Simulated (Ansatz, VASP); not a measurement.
# BN in VASP and in Ansatz

```
B N
1.0
     0.00000    1.82557    1.80750
     1.82557    0.00000    1.80750
     1.82557    1.82557    0.00000
B N
1 1
Direct
  0.00000 0.00000 0.00000
  0.75000 0.75000 0.75000
```

Change from the starting cell: equal xx and yy strain of +1 %, crystal datasets.

Alike in both runs: task electric field gradients; functional LDA; k mesh 11 × 11 × 11; occupations fermi-dirac, width 0.02 eV; no spin polarisation.

|  | VASP | Ansatz |
| --- | --- | --- |
| version | VASP 6.6.1 | Ansatz 0.2.0 |
| potentials or method | VASP PAW LDA potentials, release 64 (B, N), cutoff 520 eV | all-electron PAW with datasets made for the crystal, scalar-relativistic |

|  | VASP | Ansatz | Ansatz less VASP |
| --- | --- | --- | --- |
| gap on the k mesh at the Fermi level (eV) | 4.25 | 4.26 | +0.009 |
| pressure (GPa) | -17.1 | -17.8 | -0.69 |
| traceless stress, the component that is largest in VASP (GPa) | 3.95 | 3.96 | +0.006 |
| size of Vzz on the site where it differs most (V/Å²) | 0.4 | 0.3 | -0.08 |

LDA's correlation is that of Perdew and Zunger in VASP and of Perdew and Wang (1992) in Ansatz. Ansatz ran all-electron here, and VASP with PAW potentials.
